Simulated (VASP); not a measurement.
Set up this calculation in VASP 6.6.1, as the native input.

```yaml
Task: single point
Functional: LDA
Potentials_or_basis: VASP PAW LDA potentials, release 64 (Al, Ga_d, N_h)
Cutoff: 1330 eV
k_mesh: 6 × 6 × 6
Occupations: gaussian, width 0.05 eV
Spin: no spin polarisation
Dipole_correction: no
Further_INCAR_settings: ALGO = Normal; EDIFF = 1e-06; NBANDS = 41
```

The structure of AlGa3N4 lies in POSCAR:

```
AlGa3N4
1.0
    4.4357832787     -0.1970498351     -0.1970498351
   -0.1970498351      4.4357832787     -0.1970498351
   -0.1970498351     -0.1970498351      4.4357832787
Al Ga N
1 3 4
Direct
    0.0000000000      0.0000000000      0.0000000000
    0.5000000000      0.5000000000      0.0000000000
    0.5000000000      0.0000000000      0.5000000000
    0.0000000000      0.5000000000      0.5000000000
    0.7548078379      0.7548078379      0.2451921621
    0.7548078379      0.2451921621      0.7548078379
    0.2451921621      0.7548078379      0.7548078379
    0.2451921621      0.2451921621      0.2451921621
```

The input as run:

INCAR

```
SYSTEM = AlGa3N4
PREC = Accurate
ENCUT = 1330
EDIFF = 1E-6
ISMEAR = 0
SIGMA = 0.05
LREAL = .FALSE.
LASPH = .TRUE.
NELM = 120
ALGO = Normal
ISIF = 2
LWAVE = .FALSE.
LCHARG = .FALSE.
GGA = CA
NBANDS = 41
GGA_COMPAT = .FALSE.
```

KPOINTS

```
regular mesh
0
G
  6 6 6
  0 0 0
```

Potentials or basis: VASP PAW LDA potentials, release 64 (Al, Ga_d, N_h).

Command:

```bash
$ cat potpaw_LDA.64/Al/POTCAR potpaw_LDA.64/Ga_d/POTCAR potpaw_LDA.64/N_h/POTCAR > POTCAR
$ mpirun -np 1 vasp_std > vasp.out
```

Results of the run:

```yaml
Pressure: 6.9 GPa
Largest_force: 2.695 eV/Å
Band_gap_on_the_k_mesh: 1.98 eV
```

Caveat: the cell stands under pressure; forces of over 1 eV/Å act on the atoms, so gaps and moduli don't describe the material at rest.

Run time: 9 min on 1 thread of AMD EPYC 7R13 Processor (Zen 3), on a shared host, peak memory 0.53 GiB.
